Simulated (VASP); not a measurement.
# Na (Pm-3n) in VASP: notebook

Na is run at these levels: LDA; tasks: single point, relaxation of cell and atoms.

All numbers are computed with VASP 6.6.1; they aren't measurements. Logs are shortened: lines on timing, memory, paths and dates and some standing lists are left out, and cuts for length are marked.

## (1) The cell of the first run

It takes space group Pm-3n (No. 223, cubic). Conventional cell: a = 6.455 Å, b = 6.455 Å, c = 6.455 Å, α = 90.00°, β = 90.00°, γ = 90.00°. Within 4.7 Å of Na (site symmetry m-3) lie 12 Na at 3.61 Å. Within 4.2 Å of Na (site symmetry -4m2) lie 14 Na at 3.23 to 3.95 Å.

## (2) Single point, LDA

Contents of INCAR:

```
PREC = Accurate
ENCUT = 520
EDIFF = 1E-6
ISMEAR = -1
SIGMA = 0.1
LREAL = False
LASPH = True
NELM = 80
ALGO = Normal
ISIF = 2
LWAVE = False
LCHARG = False
GGA = CA
NBANDS = 38
```

Contents of KPOINTS:

```
Automatic mesh
0
Gamma
  4 4 4
```

Contents of POSCAR:

```
Na
1.0
    6.4552221483      0.0000000000      0.0000000000
    0.0000000000      6.4552221483      0.0000000000
    0.0000000000      0.0000000000      6.4552221483
Na
8
Direct
    0.0000000000      0.0000000000      0.0000000000
    0.5000000000      0.5000000000      0.5000000000
    0.2500000000      0.0000000000      0.5000000000
    0.7500000000      0.0000000000      0.5000000000
    0.5000000000      0.2500000000      0.0000000000
    0.5000000000      0.7500000000      0.0000000000
    1.0000000000      0.5000000000      0.2500000000
    1.0000000000      0.5000000000      0.7500000000
```

Potentials or basis: VASP PAW LDA potentials, release 64 (Na_pv).

Command:

```console
cat potpaw_LDA.64/Na_pv/POTCAR > POTCAR
mpirun -np 1 vasp_std > vasp.out
```

OUTCAR:

```text
PREC = Accurate
   ENCUT = 520
   EDIFF = 1E-6
   ISMEAR = -1
   LREAL = False
   LASPH = True
   NELM = 80
   ISIF = 2
   GGA = CA

 ion  position               nearest neighbor table
   1  0.000  0.000  0.000-
   2  0.500  0.500  0.500-
   3  0.250  0.000  0.500-
   4  0.750  0.000  0.500-
   5  0.500  0.250  0.000-
   6  0.500  0.750  0.000-
   7  0.000  0.500  0.250-
   8  0.000  0.500  0.750-

  LATTYP: Found a simple cubic cell.
 ALAT       =     6.4552221483

  Lattice vectors:

 A1 = (   6.4552221483,   0.0000000000,   0.0000000000)
 A2 = (   0.0000000000,   6.4552221483,   0.0000000000)
 A3 = (   0.0000000000,   0.0000000000,   6.4552221483)

Analysis of symmetry for initial positions (statically):
=====================================================================
 Subroutine PRICEL returns:
 Original cell was already a primitive cell.

 Routine SETGRP: Setting up the symmetry group for a
 simple cubic supercell.

 Subroutine GETGRP returns: Found 48 space group operations
 (whereof 24 operations were pure point group operations)
 out of a pool of 48 trial point group operations.

The static configuration has the point symmetry T_h .
 The point group associated with its full space group is O_h .

Analysis of symmetry for dynamics (positions and initial velocities):
=====================================================================
 Subroutine PRICEL returns:
 Original cell was already a primitive cell.

 Routine SETGRP: Setting up the symmetry group for a
 simple cubic supercell.

 Subroutine GETGRP returns: Found 48 space group operations
 (whereof 24 operations were pure point group operations)
 out of a pool of 48 trial point group operations.

The dynamic configuration has the point symmetry T_h .
 The point group associated with its full space group is O_h .

 Subroutine INISYM returns: Found 48 space group operations
 (whereof 24 operations are pure point group operations),
 and found     1 'primitive' translations

----------------------------------------------------------------------------------------

                                     Primitive cell

  volume of cell :     268.9884

  direct lattice vectors                    reciprocal lattice vectors
     6.455222148  0.000000000  0.000000000     0.154913336  0.000000000  0.000000000
     0.000000000  6.455222148  0.000000000     0.000000000  0.154913336  0.000000000
     0.000000000  0.000000000  6.455222148     0.000000000  0.000000000  0.154913336

  length of vectors
     6.455222148  6.455222148  6.455222148     0.154913336  0.154913336  0.154913336

  position of ions in fractional coordinates (direct lattice)
     0.000000000  0.000000000  0.000000000
     0.500000000  0.500000000  0.500000000
     0.250000000  0.000000000  0.500000000
     0.750000000  0.000000000  0.500000000
     0.500000000  0.250000000  0.000000000
     0.500000000  0.750000000  0.000000000
     0.000000000  0.500000000  0.250000000
     0.000000000  0.500000000  0.750000000

  ion indices of the primitive-cell ions
   primitive index   ion index
                 1           1
                 2           2
                 3           3
                 4           4
                 5           5
                 6           6
                 7           7
                 8           8

----------------------------------------------------------------------------------------

 KPOINTS: Automatic mesh

Automatic generation of k-mesh.
 Grid dimensions read from file:
 generate k-points for:    4    4    4

 Generating k-lattice:

  Cartesian coordinates                     Fractional coordinates (reciprocal lattice)
     0.038728334  0.000000000  0.000000000     0.250000000  0.000000000  0.000000000
     0.000000000  0.038728334  0.000000000     0.000000000  0.250000000  0.000000000
     0.000000000  0.000000000  0.038728334     0.000000000  0.000000000  0.250000000

  Length of vectors
     0.038728334  0.038728334  0.038728334

  Shift w.r.t. Gamma in fractional coordinates (k-lattice)
     0.000000000  0.000000000  0.000000000

 Subroutine IBZKPT returns following result:
 ===========================================

 Found     10 irreducible k-points:

 Following reciprocal coordinates:
            Coordinates               Weight
  0.000000  0.000000  0.000000      1.000000
  0.250000  0.000000  0.000000      6.000000
  0.500000  0.000000  0.000000      3.000000
  0.250000  0.250000  0.000000     12.000000
  0.500000  0.250000  0.000000     12.000000
  0.500000  0.500000  0.000000      3.000000
  0.250000  0.250000  0.250000      8.000000
  0.500000  0.250000  0.250000     12.000000
  0.500000  0.500000  0.250000      6.000000
  0.500000  0.500000  0.500000      1.000000
   k-points           NKPTS =     10   k-points in BZ     NKDIM =     10   number of bands    NBANDS=     38
   number of dos      NEDOS =    301   number of ions     NIONS =      8
   total plane-waves  NPLWV = 110592
   dimension x,y,z NGX =    48 NGY =   48 NGZ =   48
   dimension x,y,z NGXF=    96 NGYF=   96 NGZF=   96
   ions per type =               8
   NGX,Y,Z   is equivalent  to a cutoff of  12.36, 12.36, 12.36 a.u.
   NGXF,Y,Z  is equivalent  to a cutoff of  24.72, 24.72, 24.72 a.u.
 SYSTEM =  unknown system
   PREC   = accura    normal or accurate (medium, high low for compatibility)
   ISTART =      0    job   : 0-new  1-cont  2-samecut
   ICHARG =      2    charge: 1-file 2-atom 10-const
   ISPIN  =      1    spin polarized calculation?
   LNONCOLLINEAR =      F non collinear calculations
   LSORBIT =      F    spin-orbit coupling
   LASPH  =      T    aspherical Exc in radial PAW
   ENCUT  =  520.0 eV  38.22 Ry    6.18 a.u.  12.00 12.00 12.00*2*pi/ulx,y,z
   NELM   =     80;   NELMIN=  2; NELMDL= -5     # of ELM steps
   EDIFF  = 0.1E-05   stopping-criterion for ELM
   LREAL  =      F    real-space projection
   EDIFFG = 0.1E-04   stopping-criterion for IOM
   NSW    =      0    number of steps for IOM
   IBRION =     -1    ionic relax: 0-MD 1-quasi-New 2-CG
   NFREE  =      0    steps in history (QN), initial steepest desc. (CG)
   ISIF   =      2    stress and relaxation
   ISYM   =      2    0-nonsym 1-usesym 2-fastsym
   POTIM  = 0.5000    time-step for ionic-motion
   TEBEG  =    0.0;   TEEND  =   0.0 temperature during run
   PSTRESS=    0.0 pullay stress
   NELECT =      56.0000    total number of electrons
   NUPDOWN=      -1.0000    fix difference up-down
   EMIN   =  10.00;   EMAX   =-10.00  energy-range for DOS
   EFERMI =   0.00;   METHOD = LEGACY
   ISMEAR =    -1;   SIGMA  =   0.10  broadening in eV -4-tet -1-fermi 0-gaus
   EFERMI_NEDOS =   21; number of points for ismear=-14 and -15
   IALGO  =     38    algorithm
   IMIX   =      4    mixing-type and parameters
     AMIX     =   0.40;   BMIX     =  1.00
     AMIX_MAG =   1.60;   BMIX_MAG =  1.00
  volume/ion in A,a.u.               =      33.62       226.90
  Fermi-wavevector in a.u.,A,eV,Ry     =   0.970271  1.833546 12.808872  0.941426
  Thomas-Fermi vector in A             =   2.100392
   LORBIT       =      0    0 simple, 1 ext, 2 COOP (PROOUT), +10 PAW based schemes
   GGA     = CA    functional components
   LHFCALC =     F    Hartree Fock is set to
   AEXX    =    0.0000 exact exchange contribution
   IVDW    =     0    specifies the selected vdW correction
   LEPSILON=     F    determine dielectric tensor
   LRPA    =     F    only Hartree local field effects (RPA)
 non-spin polarized calculation
  energy-cutoff  :      520.00
  volume of cell :      268.99
 maximum number of plane-waves:      7264
   NGX = 25   NGY = 25   NGZ = 25

 number of electron      55.9999844 magnetization

 Free energy of the ion-electron system (eV)
  ---------------------------------------------------
  ext. energy  EPLUGINS =         0.00000000
  ---------------------------------------------------
  free energy    TOTEN  =       -11.62582087 eV

  energy without entropy =      -11.55338936  energy(sigma->0) =      -11.58960511

 E-fermi :   0.5127     XC(G=0):  -7.0058

 val. band max:        0.1253970446   @ k =   0.5000   0.2500   0.2500
 cond. band min:       0.5229552695   @ k =   0.0000   0.0000   0.0000
 fundamental gap:      0.3975582249
 Fermi energy:         0.5126892806

 k-point     1 :       0.0000    0.0000    0.0000
  band No.  band energies     occupation
      1     -24.5269      2.00000
      2     -24.5269      2.00000
      3     -24.5210      2.00000
      4     -24.4804      2.00000
      5     -24.4804      2.00000
      6     -24.4804      2.00000
[... 30 lines left out ...]
     37       3.8236      0.00000
     38       3.8748      0.00000

 k-point     2 :       0.2500    0.0000    0.0000
  band No.  band energies     occupation
      1     -24.5270      2.00000
      2     -24.5247      2.00000
      3     -24.5128      2.00000
      4     -24.4797      2.00000
      5     -24.4797      2.00000
      6     -24.4748      2.00000
[... 30 lines left out ...]
     37       4.1753      0.00000
     38       4.1753      0.00000

 k-point     3 :       0.5000    0.0000    0.0000
  band No.  band energies     occupation
      1     -24.5263      2.00000
      2     -24.5263      2.00000
      3     -24.4852      2.00000
      4     -24.4852      2.00000
      5     -24.4792      2.00000
      6     -24.4792      2.00000
[... 30 lines left out ...]
     37       4.5222      0.00000
[... 207 lines left out ...]
 k-point     9 :       0.5000    0.5000    0.2500
  band No.  band energies     occupation
      1     -24.5162      2.00000
      2     -24.4887      2.00000
      3     -24.4881      2.00000
      4     -24.4877      2.00000
      5     -24.4877      2.00000
      6     -24.4703      2.00000
[... 30 lines left out ...]
     37       5.5376      0.00000
     38       5.5437      0.00000

 k-point    10 :       0.5000    0.5000    0.5000
  band No.  band energies     occupation
      1     -24.4889      2.00000
      2     -24.4889      2.00000
      3     -24.4889      2.00000
      4     -24.4889      2.00000
      5     -24.4889      2.00000
      6     -24.4889      2.00000
[... 30 lines left out ...]
     37       6.0776      0.00000
     38       6.0778      0.00000

------------------------ aborting loop because EDIFF is reached ----------------------------------------

  FORCE on cell =-STRESS in cart. coord.  units (eV):
  Direction    XX          YY          ZZ          XY          YZ          ZX
  --------------------------------------------------------------------------------------
  -------------------------------------------------------------------------------------
  Total       -0.0344039     -0.0344039     -0.0344039      0.0000000      0.0000000     -0.0000000
  in kB       -0.2049202     -0.2049202     -0.2049202      0.0000000      0.0000000     -0.0000000
  external PRESSURE =      -0.2049202 kB  Pullay stress =       0.0000000 kB

 VOLUME and BASIS-vectors are now :
 -----------------------------------------------------------------------------
  energy-cutoff  :      520.00
  volume of cell :      268.99
      direct lattice vectors                 reciprocal lattice vectors
     6.455222148  0.000000000  0.000000000     0.154913336  0.000000000  0.000000000
     0.000000000  6.455222148  0.000000000     0.000000000  0.154913336  0.000000000
     0.000000000  0.000000000  6.455222148     0.000000000  0.000000000  0.154913336

 POSITION                                       TOTAL-FORCE (eV/Angst)
 -----------------------------------------------------------------------------------
      0.00000      0.00000      0.00000         0.000000     -0.000000      0.000000
      3.22761      3.22761      3.22761         0.000000     -0.000000      0.000000
      1.61381      0.00000      3.22761        -0.000000      0.000000     -0.000000
      4.84142      0.00000      3.22761         0.000000      0.000000      0.000000
      3.22761      1.61381      0.00000         0.000000     -0.000000     -0.000000
      3.22761      4.84142      0.00000        -0.000000     -0.000000      0.000000
      0.00000      3.22761      1.61381         0.000000      0.000000      0.000000
      0.00000      3.22761      4.84142        -0.000000     -0.000000     -0.000000
 -----------------------------------------------------------------------------------
    total drift:                                0.000000     -0.000000      0.000000

  FREE ENERGIE OF THE ION-ELECTRON SYSTEM (eV)
  ---------------------------------------------------
  free  energy   TOTEN  =       -11.6258208676 eV

  energy  without entropy=      -11.5533893598  energy(sigma->0) =      -11.58960511
```

Wall time 27 s (1 thread of AMD EPYC 9R45 (Zen 5), shared host); peak memory 0.23 GiB.

Results:

- Free energy: -11.6258 eV
- Pressure: 0.0 GPa
- Band gap on the k mesh: zero (band 28 reaches 1.27 eV, above the bottom of band 29 at -0.32 eV)

## (3) Single point, LDA

Contents of INCAR:

```
  PREC = Accurate
  ENCUT = 520
  EDIFF = 1E-6
  ISMEAR = -1
  SIGMA = 0.1
  LREAL = F
  LASPH = T
  NELM = 80
  ALGO = Normal
  ISIF = 2
  LWAVE = F
  LCHARG = F
  GGA = CA
  NBANDS = 38
```

Contents of KPOINTS:

```
Automatic mesh
0
Gamma
  5 5 5
```

POSCAR is that of step 2.

Potentials or basis: VASP PAW LDA potentials, release 64 (Na_pv).

Command:

```console
cat potpaw_LDA.64/Na_pv/POTCAR > POTCAR
mpirun -np 1 vasp_std > vasp.out
```

Wall time 28 s (1 thread of AMD EPYC 9R45 (Zen 5), shared host); peak memory 0.23 GiB.

It converged, with:

```yaml
Free_energy: -11.5823 eV
Pressure: 0.0 GPa
Band_gap_on_the_k_mesh: zero (band 28 reaches 1.05 eV, above the bottom of band 29 at 0.14 eV)
```

Levels at points of the mesh, in eV from the Fermi level:
```
           k point  band 25  band 26  band 27  band 28  band 29  band 30
(0.00, 0.00, 0.00)    -3.56     0.01     0.01     0.01     0.08     0.08
```

## (4) Relaxation of cell and atoms, LDA

This run uses another cell than the first one, of 37.71 Å³/atom, 1.122 times its volume.

Contents of INCAR:

```
PREC = Accurate
ENCUT = 600
EDIFF = 1E-6
ISMEAR = -1
SIGMA = 0.1
LREAL = False
LASPH = True
NELM = 100
ALGO = Normal
ISIF = 3
LWAVE = False
LCHARG = False
GGA = CA
IBRION = 2
NSW = 80
EDIFFG = -0.01
```

Contents of KPOINTS:

```
regular mesh
0
Gamma
  4 4 4
```

Contents of POSCAR:

```
Na
1.0
    6.7067694446      0.0000000000      0.0000000000
    0.0000000000      6.7067694446      0.0000000000
    0.0000000000      0.0000000000      6.7067694446
Na
8
Direct
    0.0000000000      0.0000000000      0.0000000000
    0.5000000000      0.5000000000      0.5000000000
    0.2500000000      0.0000000000      0.5000000000
    0.7500000000      0.0000000000      0.5000000000
    0.5000000000      0.2500000000      0.0000000000
    0.5000000000      0.7500000000      0.0000000000
    0.0000000000      0.5000000000      0.2500000000
    0.0000000000      0.5000000000      0.7500000000
```

Command:

```console
cat potpaw_LDA.64/Na_pv/POTCAR > POTCAR
mpirun -np 1 vasp_std > vasp.out
```

Run time: 86 s. Hardware: 1 thread of AMD EPYC 9R45 (Zen 5), shared host; peak memory 0.31 GiB.

It converged, with:

| Quantity | Value |
| --- | --- |
| Free energy | -11.6292 eV |
| Relaxed volume | 33.49 Å³/atom |
| Relaxed cell | a = 6.447 Å, b = 6.447 Å, c = 6.447 Å, α = 90.00°, β = 90.00°, γ = 90.00° |
| Space group after relaxing (to 0.05 Å) | Pm-3n (No. 223) |
| Energy gained by relaxing | 12.3 meV/atom |
| Ionic steps | 3 |
| Pressure after relaxing | 0.0 GPa |
| Band gap on the k mesh | zero (band 28 reaches 1.28 eV, above the bottom of band 29 at -0.31 eV) |

The path:
| step | energy change (eV) | largest force (eV/Å) | pressure (GPa) | volume (Å³) |
| --- | --- | --- | --- | --- |
| 1 | 0.0000 | 0.0000 | -0.85 | 301.68 |
| 2 | -0.0414 | 0.0000 | -0.69 | 292.99 |
| 3 | -0.0986 | 0.0000 | -0.01 | 267.92 |

Final structure:
```
CELL_PARAMETERS angstrom
6.44669 0.00000 0.00000
0.00000 6.44669 0.00000
0.00000 0.00000 6.44669
ATOMIC_POSITIONS crystal
Na 0.00000 0.00000 0.00000
Na 0.50000 0.50000 0.50000
Na 0.25000 0.00000 0.50000
Na 0.75000 0.00000 0.50000
Na 0.50000 0.25000 0.00000
Na 0.50000 0.75000 0.00000
Na 0.00000 0.50000 0.25000
Na 0.00000 0.50000 0.75000
```

Levels at points of the mesh, in eV from the Fermi level:
| k point | band 26 | band 27 | band 28 | band 29 | band 30 | band 31 |
| --- | --- | --- | --- | --- | --- | --- |
| (0.00, 0.00, 0.00) | 0.01 | 0.01 | 0.01 | 0.08 | 0.08 | 0.09 |
| (0.50, 0.00, 0.00) | -2.64 | 0.76 | 0.76 | 0.84 | 0.84 | 0.96 |
| (0.50, 0.50, 0.00) | -1.73 | -1.73 | -1.73 | 1.46 | 1.57 | 1.57 |
| (0.50, 0.50, 0.50) | -0.83 | -0.83 | -0.83 | -0.83 | -0.83 | -0.83 |

## (5) Overview

| task | cell | k mesh | cutoff (eV) | gap on the mesh (eV) | pressure (GPa) |
| --- | --- | --- | --- | --- | --- |
| single point | a = 6.455 Å, 8 atoms | 4 × 4 × 4 | 520 | none | 0.0 |
| single point | a = 6.455 Å, 8 atoms | 5 × 5 × 5 | 520 | none | 0.0 |
| relaxation of cell and atoms | relaxed from a = 6.707 Å, 8 atoms | 4 × 4 × 4 | 600 | none | 0.0 |

Alike in all rows: level LDA; potentials or basis VASP PAW LDA potentials, release 64 (Na_pv); no spin polarisation; smearing fermi-dirac 0.1 eV.

Total energies depend on the potentials used, so only differences within one code and one set of settings carry meaning.
